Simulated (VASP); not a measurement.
B5P:

```
CELL_PARAMETERS angstrom
3.32402 0.00000 0.00000
-1.66201 2.87869 0.00000
0.00000 0.00000 6.18888
ATOMIC_POSITIONS crystal
B 0.33333 0.66667 0.70234
B 0.33333 0.66667 0.29766
B 0.66667 0.33333 0.29766
B 0.66667 0.33333 0.70234
B 0.00000 0.00000 0.50000
P 0.00000 0.00000 0.00000
```

The cell was built from a structure type or drawn by symmetry, and may not be a known phase.

| Quantity | Value |
| --- | --- |
| Program | VASP 6.6.1 |
| Task | relaxation of cell and atoms |
| Functional | PBE |
| Potentials or basis | VASP PAW PBE potentials, release 64 (B, P) |
| Cutoff | 500 eV |
| k mesh | 6 × 6 × 3 |
| Occupations | gaussian, width 0.2 eV |
| Spin | no spin polarisation |

At the start: pressure -28.9 GPa; volume 9.87 Å³/atom.

**Question.** Where does the relaxation end?

**Answer.** Over 14 steps the energy falls by 449.3 meV/atom and the volume is 8.39 Å³/atom (-15.0 %); space group P6/mmm (No. 191, to 0.1 Å) before and after.

Step by step:
```csv
step,energy change (eV),largest force (eV/Å),pressure (GPa),volume (Å³)
1,0.0000,0.2627,-28.92,59.22
2,-2.2882,0.2903,13.25,44.96
3,-2.2981,0.3329,9.69,45.62
4,-2.5363,0.4253,8.89,46.83
5,-2.5388,0.3690,8.80,46.72
6,-2.6146,0.3220,-2.67,49.73
7,-2.6166,0.3293,-1.19,49.30
8,-2.6406,0.2796,-1.01,49.39
9,-2.6771,0.1807,-0.09,49.60
10,-2.6818,0.1242,2.95,49.99
11,-2.6910,0.0721,1.20,49.77
12,-2.6929,0.0190,1.80,49.85
13,-2.6860,0.0814,-2.78,51.29
14,-2.6959,0.0168,0.11,50.36
```

Final structure:
```
CELL_PARAMETERS angstrom
2.89347 0.00000 0.00000
-1.44673 2.50582 0.00000
0.00000 0.00000 6.94524
ATOMIC_POSITIONS crystal
B 0.33333 0.66667 0.68676
B 0.33333 0.66667 0.31324
B 0.66667 0.33333 0.31324
B 0.66667 0.33333 0.68676
B 0.00000 0.00000 0.50000
P 0.00000 0.00000 0.00000
```

Caveat: the k points lie up to 0.42 Å⁻¹ apart in the final cell, too coarse for converged energies and pressures of a metal.
